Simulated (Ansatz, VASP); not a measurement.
**One calculation of AlGa3N4, two programs**

```xyz
8
Lattice="4.6886 0.0000 0.0000 0.0000 4.6886 0.0000 0.0000 0.0000 4.3537" Properties=species:S:1:pos:R:3 pbc="T T T"
Al    0.0000    0.0000    0.0000
Ga    2.3443    2.3443    0.0000
Ga    2.3443    0.0000    2.1769
Ga    0.0000    2.3443    2.1769
N     3.5415    3.5415    1.0651
N     3.5415    1.1471    3.2886
N     1.1471    3.5415    3.2886
N     1.1471    1.1471    1.0651
```

Change from the starting cell: strain +0.050 along x and y, -0.025 along z, atoms carried along.

Alike in both runs: task single point; functional r2SCAN; k mesh 6 × 6 × 6; occupations gaussian, width 0.05 eV; no spin polarisation.

```csv
,VASP,Ansatz
version,VASP 6.6.1,Ansatz 0.2.0
potentials or method,"VASP PAW PBE potentials, release 64 (Al, Ga_d, N), cutoff 520 eV","scalar-relativistic, plane waves, PAW"
valence electrons in the cell,62,62
```

```csv
,VASP,Ansatz,Ansatz less VASP
gap on the k mesh at the Fermi level (eV),2.09,2.08,-0.003
least direct gap on the mesh (eV),2.09,2.08,-0.003
pressure (GPa),-12.2,-12.7,-0.51
"traceless stress, the component that is largest in VASP (GPa)",5.79,5.89,+0.102
rms of the force components (eV/Å),0.037,0.026,-0.0115
```

VASP's potentials were made for PBE, not for r2SCAN. Atom by atom the forces differ by 0.029 eV/Å (rms over components). With one functional, cell and mesh, what is left measures potentials, basis and numerics.
